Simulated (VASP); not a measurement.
Set up this calculation in VASP 6.6.1, as the native input.

```yaml
Task: single point
Functional: PBE
Potentials_or_basis: VASP PAW PBE potentials, release 64 (Li_sv, Os)
Cutoff: 750 eV
k_mesh: 6 × 6 × 6
Occupations: gaussian, width 0.1 eV
Spin: no spin polarisation
Dipole_correction: no
Further_INCAR_settings: ALGO = Normal; EDIFF = 1e-06; NBANDS = 12
```

The structure of LiOs lies in POSCAR:

```
LiOs
1.0
    1.4879430400      0.8590643100      4.5684526100
   -1.4879430400      0.8590643100      4.5684526100
    0.0000000000     -1.7181286200      4.5684526100
Li Os
1 1
Direct
    0.0000000000      0.0000000000      0.0000000000
    0.5000000000      0.5000000000      0.5000000000
```

These files were run (other wordings do the same):

INCAR

```
SYSTEM = LiOs
PREC = Accurate
ENCUT = 750
EDIFF = 1E-6
ISMEAR = 0
SIGMA = 0.1
LREAL = .FALSE.
LASPH = .TRUE.
NELM = 120
ALGO = Normal
ISIF = 2
LWAVE = .FALSE.
LCHARG = .TRUE.
GGA = PE
LELF = .TRUE.
LVHAR = .TRUE.
NBANDS = 12
GGA_COMPAT = .FALSE.
```

KPOINTS

```
regular mesh
0
G
  6 6 6
  0 0 0
```

Potentials or basis: VASP PAW PBE potentials, release 64 (Li_sv, Os).

Launch:

```sh
$ cat potpaw_PBE.64/Li_sv/POTCAR potpaw_PBE.64/Os/POTCAR > POTCAR
$ mpirun -np 1 vasp_std > vasp.out
```

Results of the run:

- Pressure: -25.3 GPa

Caveat: the k points lie up to 0.41 Å⁻¹ apart.

Wall time 120 s on 1 thread of Intel Xeon 8259CL (shared host), peak memory 0.32 GiB.
